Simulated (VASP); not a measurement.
Wanted: the native input for a VASP 6.6.1 run.

- Task: single point
- Functional: PBE
- Potentials or basis: VASP PAW PBE potentials, release 64 (Ti_sv, Al)
- Cutoff: 520 eV
- k mesh: 16 × 16 × 16
- Occupations: gaussian, width 0.1 eV
- Spin: no spin polarisation
- Dipole correction: no
- Further INCAR settings: ALGO = Fast; EDIFF = 1e-07; NBANDS = 18

The structure of TiAl3 lies in POSCAR:

```
TiAl3
1.0
   -1.9236054096      1.9236054096      4.1802443048
    1.9236054096     -1.9236054096      4.1802443048
    1.9236054096      1.9236054096     -4.1802443048
Ti Al
1 3
Direct
    0.0000000000      0.0000000000      0.0000000000
    0.5000000000      0.5000000000      0.0000000000
    0.7500000000      0.2500000000      0.5000000000
    0.2500000000      0.7500000000      0.5000000000
```

This cell differs from its parent crystal: strained.

These files were run (other wordings do the same):

INCAR

```
ALGO = Fast ; EDIFF = 1E-7
ENCUT = 520 ; GGA = PE
ISIF = 2 ; ISMEAR = 0
LASPH = True ; LCHARG = False
LREAL = False ; LWAVE = False
NBANDS = 18 ; NELM = 100
PREC = Accurate ; SIGMA = 0.1
```

KPOINTS

```
k-points
0
Gamma
  16 16 16
```

Potentials or basis: VASP PAW PBE potentials, release 64 (Ti_sv, Al).

The run is started by

```sh
$ cat potpaw_PBE.64/Ti_sv/POTCAR potpaw_PBE.64/Al/POTCAR > POTCAR
$ mpirun -np 1 vasp_std > vasp.out
```

Results of the run:

| Item | Value |
| --- | --- |
| Pressure | 3.3 GPa |
| Band gap on the k mesh | zero (an odd number of electrons rules out a gap without spin polarisation) |

Caveat: the cell differs from its parent crystal (strained); the cell stands under pressure.

Run time: 13 min on 1 thread of Intel(R) Xeon(R) 6975P-C (Granite Rapids), with other jobs on the host, peak memory 0.54 GiB.
